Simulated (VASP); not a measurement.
Write the native input for VASP 6.6.1 that does the following.

```yaml
Task: single point
Functional: r2SCAN
Potentials_or_basis: VASP PAW PBE potentials, release 64 (Ba_sv, Ti_sv, O)
Cutoff: 520 eV
k_mesh: 8 × 8 × 8
Occupations: gaussian, width 0.02 eV
Spin: no spin polarisation
Dipole_correction: no
Further_INCAR_settings: ALGO = Normal; EDIFF = 1e-06; NBANDS = 28
```

The system is BaTiO3.

```
Ba Ti O
1.0
     3.89370    0.00000    0.00000
     0.00000    3.89370    0.00000
     0.00000    0.00000    3.89513
Ba Ti O
1 1 3
Direct
  0.00000 0.00000 0.00832
  0.50000 0.50000 0.50772
  0.50000 0.50000 0.00905
  0.50000 0.00000 0.50895
  0.00000 0.50000 0.50895
```

The input as run:

POSCAR

```
BaTiO3
1.0
    3.8936976605      0.0000000000      0.0000000000
    0.0000000000      3.8936976605      0.0000000000
    0.0000000000      0.0000000000      3.8951263747
Ba Ti O
1 1 3
Direct
    0.0000000000      0.0000000000      0.0083187801
    0.5000000000      0.5000000000      0.5077249108
    0.5000000000      0.5000000000      0.0090515774
    0.5000000000      0.0000000000      0.5089523659
    0.0000000000      0.5000000000      0.5089523659
```

INCAR.step1

```
SYSTEM = BaTiO3
ALGO = Normal ; EDIFF = 1E-4
ENCUT = 520 ; GGA = PE
ISMEAR = 0 ; LASPH = .True.
LCHARG = .False. ; LREAL = .False.
LWAVE = .True. ; NBANDS = 28
NELM = 60 ; PREC = Accurate
SIGMA = 0.02
```

INCAR.step2

```
SYSTEM = BaTiO3
ALGO = Normal ; EDIFF = 1E-6
ENCUT = 520 ; ISIF = 2
ISMEAR = 0 ; ISTART = 1
LASPH = .True. ; LCHARG = .False.
LMIXTAU = .True. ; LREAL = .False.
LWAVE = .False. ; METAGGA = R2SCAN
NBANDS = 28 ; NELM = 60
PREC = Accurate ; SIGMA = 0.02
```

KPOINTS

```
k-points
0
Gamma
  8 8 8
  0 0 0
```

Potentials or basis: VASP PAW PBE potentials, release 64 (Ba_sv, Ti_sv, O).

Run with:

```sh
$ cat potpaw_PBE.64/Ba_sv/POTCAR potpaw_PBE.64/Ti_sv/POTCAR potpaw_PBE.64/O/POTCAR > POTCAR
$ cp INCAR.step1 INCAR
$ mpirun -np 1 vasp_std > vasp.out
$ cp INCAR.step2 INCAR
$ mpirun -np 1 vasp_std > vasp.out
```

Results of the run:

```json
{
  "Pressure": "18.9 GPa",
  "Largest force": "0.008 eV/Å",
  "Band gap on the k mesh": "2.33 eV (least direct gap 2.39 eV)"
}
```

Caveat: the cell stands under pressure; the PAW data sets were made with another functional, which shifts forces and pressure a little; spin-orbit coupling is left out, which moves the levels of the heavy elements.

Wall time 3.7 min on 1 thread of Intel(R) Xeon(R) 6975P-C (Granite Rapids), on a shared host, peak memory 0.26 GiB.
